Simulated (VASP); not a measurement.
# BAs (F-43m) in VASP: further runs

BAs is run at these levels: LDA; tasks: single point.

Everything below comes from runs of VASP 6.6.1. Logs are shortened: lines on timing, memory, paths and dates and some standing lists are left out, and cuts for length are marked.

## 1. The cell of the first run

It takes space group F-43m (No. 216, cubic). The conventional cell has a = 4.679 Å, b = 4.679 Å, c = 4.679 Å, α = 90.00°, β = 90.00°, γ = 90.00°. B (site symmetry -43m) has 4 As at 2.03 Å within 2.7 Å. As (site symmetry -43m) has 4 B at 2.03 Å within 2.7 Å.

## 2. Single point, LDA (12.81 Å³/atom)

File INCAR:

```
PREC = Accurate ; ENCUT = 520
EDIFF = 1E-7 ; ISMEAR = -1
SIGMA = 0.03 ; LREAL = F
LASPH = T ; NELM = 100
ALGO = Normal ; ISIF = 2
LWAVE = F ; LCHARG = T
LELF = T ; LVHAR = T
NBANDS = 11
```

File KPOINTS:

```
Automatic mesh
0
Gamma
  15 15 15
```

File POSCAR:

```
BAs
1.0
    0.0000000000      2.3397414207      2.3397414207
    2.3397414207      0.0000000000      2.3397414207
    2.3397414207      2.3397414207      0.0000000000
B As
1 1
Direct
    0.0000000000      0.0000000000      0.0000000000
    0.7500000000      0.7500000000      0.7500000000
```

Potentials or basis: VASP PAW LDA potentials, release 64 (B, As).

Command:

```bash
cat potpaw_LDA.64/B/POTCAR potpaw_LDA.64/As/POTCAR > POTCAR
mpirun -np 1 vasp_std > vasp.out
```

OUTCAR:

```text
PREC = Accurate
   ENCUT = 520
   EDIFF = 1E-7
   ISMEAR = -1
   LREAL = F
   LASPH = T
   NELM = 100
   ISIF = 2

 ion  position               nearest neighbor table
   1  0.000  0.000  0.000-   2 2.03   2 2.03   2 2.03   2 2.03
   2  0.750  0.750  0.750-   1 2.03   1 2.03   1 2.03   1 2.03

  LATTYP: Found a face centered cubic cell.
 ALAT       =     4.6794828414

  Lattice vectors:

 A1 = (   0.0000000000,   2.3397414207,   2.3397414207)
 A2 = (   2.3397414207,   0.0000000000,   2.3397414207)
 A3 = (   2.3397414207,   2.3397414207,   0.0000000000)

Analysis of symmetry for initial positions (statically):
=====================================================================
 Subroutine PRICEL returns:
 Original cell was already a primitive cell.

 Routine SETGRP: Setting up the symmetry group for a
 face centered cubic supercell.

 Subroutine GETGRP returns: Found 24 space group operations
 (whereof 24 operations were pure point group operations)
 out of a pool of 48 trial point group operations.

The static configuration has the point symmetry T_d .

Analysis of symmetry for dynamics (positions and initial velocities):
=====================================================================
 Subroutine PRICEL returns:
 Original cell was already a primitive cell.

 Routine SETGRP: Setting up the symmetry group for a
 face centered cubic supercell.

 Subroutine GETGRP returns: Found 24 space group operations
 (whereof 24 operations were pure point group operations)
 out of a pool of 48 trial point group operations.

The dynamic configuration has the point symmetry T_d .

 Subroutine INISYM returns: Found 24 space group operations
 (whereof 24 operations are pure point group operations),
 and found     1 'primitive' translations

----------------------------------------------------------------------------------------

                                     Primitive cell

  volume of cell :      25.6173

  direct lattice vectors                    reciprocal lattice vectors
     0.000000000  2.339741421  2.339741421    -0.213698828  0.213698828  0.213698828
     2.339741421  0.000000000  2.339741421     0.213698828 -0.213698828  0.213698828
     2.339741421  2.339741421  0.000000000     0.213698828  0.213698828 -0.213698828

  length of vectors
     3.308894050  3.308894050  3.308894050     0.370137228  0.370137228  0.370137228

  position of ions in fractional coordinates (direct lattice)
     0.000000000  0.000000000  0.000000000
     0.750000000  0.750000000  0.750000000

  ion indices of the primitive-cell ions
   primitive index   ion index
                 1           1
                 2           2

----------------------------------------------------------------------------------------

 KPOINTS: Automatic mesh

Automatic generation of k-mesh.
 Grid dimensions read from file:
 generate k-points for:   15   15   15

 Generating k-lattice:

  Cartesian coordinates                     Fractional coordinates (reciprocal lattice)
    -0.014246589  0.014246589  0.014246589     0.066666667  0.000000000  0.000000000
     0.014246589 -0.014246589  0.014246589     0.000000000  0.066666667  0.000000000
     0.014246589  0.014246589 -0.014246589     0.000000000  0.000000000  0.066666667

  Length of vectors
     0.024675815  0.024675815  0.024675815

  Shift w.r.t. Gamma in fractional coordinates (k-lattice)
     0.000000000  0.000000000  0.000000000

 Subroutine IBZKPT returns following result:
 ===========================================

 Found    120 irreducible k-points:

 Following reciprocal coordinates:
            Coordinates               Weight
  0.000000  0.000000  0.000000      1.000000
  0.066667  0.000000  0.000000      8.000000
  0.133333  0.000000  0.000000      8.000000
  0.200000  0.000000  0.000000      8.000000
  0.266667  0.000000  0.000000      8.000000
  0.333333  0.000000  0.000000      8.000000
[... 16 lines left out ...]
  0.133333  0.133333  0.000000      6.000000
  0.200000  0.133333  0.000000     24.000000
 [... further k-points ...]
   k-points           NKPTS =    120   k-points in BZ     NKDIM =    120   number of bands    NBANDS=     11
   number of dos      NEDOS =    301   number of ions     NIONS =      2
   total plane-waves  NPLWV =  21952
   dimension x,y,z NGX =    28 NGY =   28 NGZ =   28
   dimension x,y,z NGXF=    56 NGYF=   56 NGZF=   56
   ions per type =               1   1
   NGX,Y,Z   is equivalent  to a cutoff of  14.07, 14.07, 14.07 a.u.
   NGXF,Y,Z  is equivalent  to a cutoff of  28.14, 28.14, 28.14 a.u.
 SYSTEM =  unknown system
   PREC   = accura    normal or accurate (medium, high low for compatibility)
   ISTART =      0    job   : 0-new  1-cont  2-samecut
   ICHARG =      2    charge: 1-file 2-atom 10-const
   ISPIN  =      1    spin polarized calculation?
   LNONCOLLINEAR =      F non collinear calculations
   LSORBIT =      F    spin-orbit coupling
   LASPH  =      T    aspherical Exc in radial PAW
   ENCUT  =  520.0 eV  38.22 Ry    6.18 a.u.   6.15  6.15  6.15*2*pi/ulx,y,z
   NELM   =    100;   NELMIN=  2; NELMDL= -5     # of ELM steps
   EDIFF  = 0.1E-06   stopping-criterion for ELM
   LREAL  =      F    real-space projection
   EDIFFG = 0.1E-05   stopping-criterion for IOM
   NSW    =      0    number of steps for IOM
   IBRION =     -1    ionic relax: 0-MD 1-quasi-New 2-CG
   NFREE  =      0    steps in history (QN), initial steepest desc. (CG)
   ISIF   =      2    stress and relaxation
   ISYM   =      2    0-nonsym 1-usesym 2-fastsym
   POTIM  = 0.5000    time-step for ionic-motion
   TEBEG  =    0.0;   TEEND  =   0.0 temperature during run
   PSTRESS=    0.0 pullay stress
   NELECT =       8.0000    total number of electrons
   NUPDOWN=      -1.0000    fix difference up-down
   EMIN   =  10.00;   EMAX   =-10.00  energy-range for DOS
   EFERMI =   0.00;   METHOD = LEGACY
   ISMEAR =    -1;   SIGMA  =   0.03  broadening in eV -4-tet -1-fermi 0-gaus
   EFERMI_NEDOS =   21; number of points for ismear=-14 and -15
   IALGO  =     38    algorithm
   IMIX   =      4    mixing-type and parameters
     AMIX     =   0.40;   BMIX     =  1.00
     AMIX_MAG =   1.60;   BMIX_MAG =  1.00
  volume/ion in A,a.u.               =      12.81        86.44
  Fermi-wavevector in a.u.,A,eV,Ry     =   1.110692  2.098903 16.784646  1.233637
  Thomas-Fermi vector in A             =   2.247246
   LORBIT       =      0    0 simple, 1 ext, 2 COOP (PROOUT), +10 PAW based schemes
   GGA     = CA    functional components
   LHFCALC =     F    Hartree Fock is set to
   AEXX    =    0.0000 exact exchange contribution
   IVDW    =     0    specifies the selected vdW correction
   LEPSILON=     F    determine dielectric tensor
   LRPA    =     F    only Hartree local field effects (RPA)
 non-spin polarized calculation
  energy-cutoff  :      520.00
  volume of cell :       25.62
 maximum number of plane-waves:       701
 NGX is ok and might be reduce to    28
   NGX = 13   NGY = 13   NGZ = 13

 number of electron       8.0000000 magnetization

 Free energy of the ion-electron system (eV)
  ---------------------------------------------------
  ext. energy  EPLUGINS =         0.00000000
  ---------------------------------------------------
  free energy    TOTEN  =       -12.90641578 eV

  energy without entropy =      -12.90641578  energy(sigma->0) =      -12.90641578

 E-fermi :   7.3846     XC(G=0): -11.0436

 val. band max:        6.8733585833   @ k =   0.0000   0.0000   0.0000
 cond. band min:       7.9395027446   @ k =   0.4000   0.4000   0.0000
 fundamental gap:      1.0661441613
 Fermi energy:         7.3846400751

 k-point     1 :       0.0000    0.0000    0.0000
  band No.  band energies     occupation
      1      -9.0790      2.00000
      2       6.8734      2.00000
      3       6.8734      2.00000
      4       6.8734      2.00000
      5      10.2053      0.00000
      6      10.2053      0.00000
      7      10.2053      0.00000
      8      12.3697      0.00000
      9      16.5516      0.00000
     10      20.1682      0.00000
     11      20.1682      0.00000

 k-point     2 :       0.0667    0.0000    0.0000
  band No.  band energies     occupation
      1      -9.0019      2.00000
      2       6.1489      2.00000
      3       6.7170      2.00000
      4       6.7170      2.00000
      5      10.3893      0.00000
      6      10.4092      0.00000
      7      10.4092      0.00000
      8      12.7115      0.00000
      9      16.8748      0.00000
     10      19.4094      0.00000
     11      19.4094      0.00000

 k-point     3 :       0.1333    0.0000    0.0000
  band No.  band energies     occupation
      1      -8.7719      2.00000
      2       4.6516      2.00000
      3       6.3537      2.00000
      4       6.3537      2.00000
      5      10.4683      0.00000
      6      10.8828      0.00000
      7      10.8828      0.00000
      8      13.5667      0.00000
      9      17.6743      0.00000
     10      18.5863      0.00000
     11      18.5863      0.00000

 k-point     4 :       0.2000    0.0000    0.0000
  band No.  band energies     occupation
      1      -8.3940      2.00000
      2       2.9834      2.00000
      3       5.9407      2.00000
      4       5.9407      2.00000
      5      10.3652      0.00000
      6      11.3749      0.00000
      7      11.3749      0.00000
      8      14.5097      0.00000
      9      18.1933      0.00000
     10      18.1933      0.00000
     11      18.2702      0.00000
[... 239 lines left out ...]
 k-point    22 :      -0.0667    0.0667    0.0000
  band No.  band energies     occupation
      1      -8.8738      2.00000
      2       5.4903      2.00000
      3       5.9657      2.00000
      4       6.7404      2.00000
      5      10.4230      0.00000
      6      10.5181      0.00000
      7      11.0019      0.00000
      8      13.1685      0.00000
      9      17.3744      0.00000
     10      18.3705      0.00000
     11      19.2057      0.00000

 k-point    23 :       0.1333    0.1333    0.0000
  band No.  band energies     occupation
      1      -8.6690      2.00000
      2       5.3270      2.00000
      3       5.5067      2.00000
      4       5.5067      2.00000
      5       9.3734      0.00000
      6      12.0030      0.00000
      7      12.0030      0.00000
      8      13.1131      0.00000
      9      17.0450      0.00000
     10      18.1446      0.00000
     11      20.6073      0.00000

 k-point    24 :       0.2000    0.1333    0.0000
  band No.  band energies     occupation
      1      -8.3904      2.00000
      2       4.0104      2.00000
      3       5.0600      2.00000
      4       5.3486      2.00000
      5       9.3704      0.00000
      6      12.2899      0.00000
      7      12.6531      0.00000
      8      13.2639      0.00000
      9      16.9771      0.00000
     10      19.0055      0.00000
     11      20.3710      0.00000

 [... further k-points ...]

------------------------ aborting loop because EDIFF is reached ----------------------------------------

  FORCE on cell =-STRESS in cart. coord.  units (eV):
  Direction    XX          YY          ZZ          XY          YZ          ZX
  --------------------------------------------------------------------------------------
  -------------------------------------------------------------------------------------
  Total        1.0236676      1.0236676      1.0236676     -0.0000000      0.0000000      0.0000000
  in kB       64.0229919     64.0229919     64.0229919     -0.0000000      0.0000000      0.0000000
  external PRESSURE =      64.0229919 kB  Pullay stress =       0.0000000 kB

 VOLUME and BASIS-vectors are now :
 -----------------------------------------------------------------------------
  energy-cutoff  :      520.00
  volume of cell :       25.62
      direct lattice vectors                 reciprocal lattice vectors
     0.000000000  2.339741421  2.339741421    -0.213698828  0.213698828  0.213698828
     2.339741421  0.000000000  2.339741421     0.213698828 -0.213698828  0.213698828
     2.339741421  2.339741421  0.000000000     0.213698828  0.213698828 -0.213698828

 POSITION                                       TOTAL-FORCE (eV/Angst)
 -----------------------------------------------------------------------------------
      0.00000      0.00000      0.00000        -0.000000     -0.000000     -0.000000
      3.50961      3.50961      3.50961         0.000000      0.000000      0.000000
 -----------------------------------------------------------------------------------
    total drift:                                0.000000      0.000000      0.000000

  FREE ENERGIE OF THE ION-ELECTRON SYSTEM (eV)
  ---------------------------------------------------
  free  energy   TOTEN  =       -12.9064157849 eV

  energy  without entropy=      -12.9064157849  energy(sigma->0) =      -12.90641578
```

It took 51 s on 1 thread of Intel Xeon 8259CL, shared host; peak memory 0.16 GiB.

What came out:

| Quantity | Value |
| --- | --- |
| Free energy | -12.9064 eV |
| Pressure | 6.4 GPa |
| Band gap on the k mesh | 1.07 eV (least direct gap 3.33 eV) |

Caveat: the cell stands under pressure; an odd mesh through Γ misses points on the zone boundary, where band edges can lie.

(Continued in part 2 of 2.)
